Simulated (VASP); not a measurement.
Write the native input for VASP 6.6.1 that does the following.

* Task: single point
* Functional: PBE
* Potentials or basis: VASP PAW PBE potentials, release 64 (Al, N)
* Cutoff: 520 eV
* k mesh: 8 × 6 × 4
* Occupations: gaussian, width 0.05 eV
* Spin: no spin polarisation
* Dipole correction: no
* Further INCAR settings: ALGO = Normal; EDIFF = 1e-06; NBANDS = 26

The structure of AlN lies in POSCAR:

```
AlN
1.0
   -1.6567491617      2.8695737234      0.0000000000
    0.0000000000      0.0000000000      4.1874629526
    4.9702474850      2.8695737234      0.0000000000
Al N
4 4
Direct
    0.3580840079      0.7500000000      0.2207647373
    0.0000000000      0.7500000000      0.6666666667
    0.0000000000      0.2500000000      0.3333333333
    0.5000000000      0.2500000000      0.8333333333
    0.5000000000      0.2500000000      0.1666666667
    0.0000000000      0.2500000000      0.6666666667
    0.0000000000      0.7500000000      0.3333333333
    0.5000000000      0.7500000000      0.8333333333
```

This cell differs from its parent crystal: atom 1 (Al) moved by +0.504 Å along [1 0 0] and -0.252 Å along [1 2 0].

These files were run (other wordings do the same):

INCAR

```
SYSTEM = AlN
ALGO = Normal ; EDIFF = 1E-6
ENCUT = 520 ; GGA = PE
ISIF = 2 ; ISMEAR = 0
LASPH = .True. ; LCHARG = .False.
LREAL = .False. ; LWAVE = .False.
NBANDS = 26 ; NELM = 80
PREC = Accurate ; SIGMA = 0.05
```

KPOINTS

```
k-points
0
Gamma
  8 6 4
  0 0 0
```

Potentials or basis: VASP PAW PBE potentials, release 64 (Al, N).

Command:

```console
$ cat potpaw_PBE.64/Al/POTCAR potpaw_PBE.64/N/POTCAR > POTCAR
$ mpirun -np 1 vasp_std > vasp.out
```

Results of the run:

```
Pressure               : 23.9 GPa
Largest force          : 33.451 eV/Å
Band gap on the k mesh : 2.84 eV, direct
```

Caveat: the cell differs from its parent crystal (atom 1 (Al) moved by +0.504 Å along [1 0 0] and -0.252 Å along [1 2 0]); forces of over 1 eV/Å act on the atoms, so gaps and moduli don't describe the material at rest.

Wall time 57 s on 1 thread of Intel(R) Xeon(R) 6975P-C (Granite Rapids) (shared host), peak memory 0.26 GiB.
